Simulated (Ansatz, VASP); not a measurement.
# Ti2Co: VASP beside Ansatz

File INCAR:

```
SYSTEM = Ti2Co
PREC     = Accurate       ! precision mode
ENCUT    = 520            ! plane-wave cutoff, eV
EDIFF    = 1E-6           ! SCF threshold, eV
ISMEAR   = 0              ! smearing method
SIGMA    = 0.1            ! smearing width, eV
LREAL    = .False.        ! projectors in reciprocal space
LASPH    = .True.         ! aspherical terms in the spheres
NELM     = 150            ! most SCF steps
ALGO     = Normal         ! electronic algorithm
ISIF     = 2              ! what is computed and relaxed
LWAVE    = .False.        ! write WAVECAR
LCHARG   = .False.        ! write CHGCAR
ISPIN    = 2              ! spin polarisation
MAGMOM   = 0 0 0 0 1.11 1.11 ! initial moments
LORBIT   = 11             ! projections on sites
LMAXMIX  = 4              ! l up to which the mixer works
GGA      = PS             ! functional
NBANDS   = 46             ! bands
```

KPOINTS

```
regular mesh
0
Gamma
  10 10 10
  0 0 0
```

File POSCAR:

```
Ti2Co
1.0
    0.0000000000      3.4197228516      3.4197228516
    3.4197228516      0.0000000000      3.4197228516
    3.4197228516      3.4197228516      0.0000000000
Ti Co
4 2
Direct
    0.1250000000      0.1250000000      0.1250000000
    0.6250000000      0.1250000000      0.1250000000
    0.1250000000      0.1250000000      0.6250000000
    0.1250000000      0.6250000000      0.1250000000
    0.5000000000      0.5000000000      0.5000000000
    0.7500000000      0.7500000000      0.7500000000
```

Input for Ansatz:

```yaml
crystal:
  lattice:
    - [0.0, 3.4197228516, 3.4197228516]
    - [3.4197228516, 0.0, 3.4197228516]
    - [3.4197228516, 3.4197228516, 0.0]
  atoms:
    - { symbol: Ti, position: [0.125, 0.125, 0.125] }
    - { symbol: Ti, position: [0.625, 0.125, 0.125] }
    - { symbol: Ti, position: [0.125, 0.125, 0.625] }
    - { symbol: Ti, position: [0.125, 0.625, 0.125] }
    - { symbol: Co, position: [0.5, 0.5, 0.5], spin: 1.11 }
    - { symbol: Co, position: [0.75, 0.75, 0.75], spin: 1.11 }
basis:
  ecutwfc: 420
kpoints:
  mp_grid: { grid: [10, 10, 10] }
hamiltonian:
  xc: pbesol
scf:
  occupations: { method: gaussian, width: 0.1 }
output:
  forces: true
  stress: true
  eigenvalues: true
  populations: true
magnetization:
  spin_polarized: true
```

Change from the starting cell: equal strain along all axes, cell held, atoms relaxed: -2.0 %.

Alike in both runs: task single point; functional PBEsol; k mesh 10 × 10 × 10; occupations gaussian, width 0.1 eV; collinear spin.

|  | VASP | Ansatz |
| --- | --- | --- |
| version | VASP 6.6.1 | Ansatz 0.2.0 |
| potentials or method | VASP PAW PBE potentials, release 64 (Ti_sv, Co), cutoff 520 eV | scalar-relativistic, plane waves, PAW |
| valence electrons in the cell | 66 | 82 |

```tsv
	VASP	Ansatz	Ansatz less VASP
gap on the k mesh at the Fermi level (eV)	none	none	-
pressure (GPa)	7.5	7.9	+0.42
net moment per atom (μB)	0.24	0.24	+0.003
size of the moment on the site where the two differ most (μB)	0.70	0.73	+0.029
```

VASP's potentials were made for PBE, not for PBEsol. Site moments also hang on the region over which each program counts them. A gap of «none» marks a metal or a gap that the smearing closes. The functional is the same, so the differences come from potentials, cutoffs and numerics. VASP's potentials hold 66 valence electrons a cell and Ansatz's 82, so a difference there can come from the potentials and not from the codes.
